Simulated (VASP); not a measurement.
Write the native input for VASP 6.6.1 that does the following.

```yaml
Task: single point
Functional: PBE
Potentials_or_basis: VASP PAW PBE potentials, release 64 (Fe, Si)
Cutoff: 520 eV
k_mesh: 8 × 8 × 8
Occupations: gaussian, width 0.01 eV
Spin: no spin polarisation
Dipole_correction: no
Further_INCAR_settings: ALGO = Normal; EDIFF = 1e-06; NBANDS = 34
```

The structure of FeSi lies in POSCAR:

```
FeSi
1.0
    4.3800000000      0.0000000000      0.0000000000
    0.0000000000      4.3800000000      0.0000000000
    0.0000000000      0.0000000000      4.3800000000
Fe Si
4 4
Direct
    0.1379223269      0.1379223269      0.1379223269
    0.3620776731      0.8620776731      0.6379223269
    0.6379223269      0.3620776731      0.8620776731
    0.8620776731      0.6379223269      0.3620776731
    0.8415754090      0.8415754090      0.8415754090
    0.6584245910      0.1584245910      0.3415754090
    0.3415754090      0.6584245910      0.1584245910
    0.1584245910      0.3415754090      0.6584245910
```

These files were run (other wordings do the same):

INCAR

```
  PREC = Accurate
  ENCUT = 520
  EDIFF = 1E-6
  ISMEAR = 0
  SIGMA = 0.01
  LREAL = F
  LASPH = T
  NELM = 100
  ALGO = Normal
  ISIF = 2
  LWAVE = F
  LCHARG = F
  GGA = PE
  NBANDS = 34
```

KPOINTS

```
Automatic mesh
0
Gamma
  8 8 8
```

Potentials or basis: VASP PAW PBE potentials, release 64 (Fe, Si).

Launch:

```sh
$ cat potpaw_PBE.64/Fe/POTCAR potpaw_PBE.64/Si/POTCAR > POTCAR
$ mpirun -np 1 vasp_std > vasp.out
```

Results of the run:

The pressure is 11.5 GPa, the largest force is 0.041 eV/Å and the band gap on the k mesh is 0.16 eV, indirect (least direct gap 0.17 eV).

Run time: 3 min on 1 thread of Intel(R) Xeon(R) Platinum 8488C (Sapphire Rapids), with other jobs on the host, peak memory 0.25 GiB.
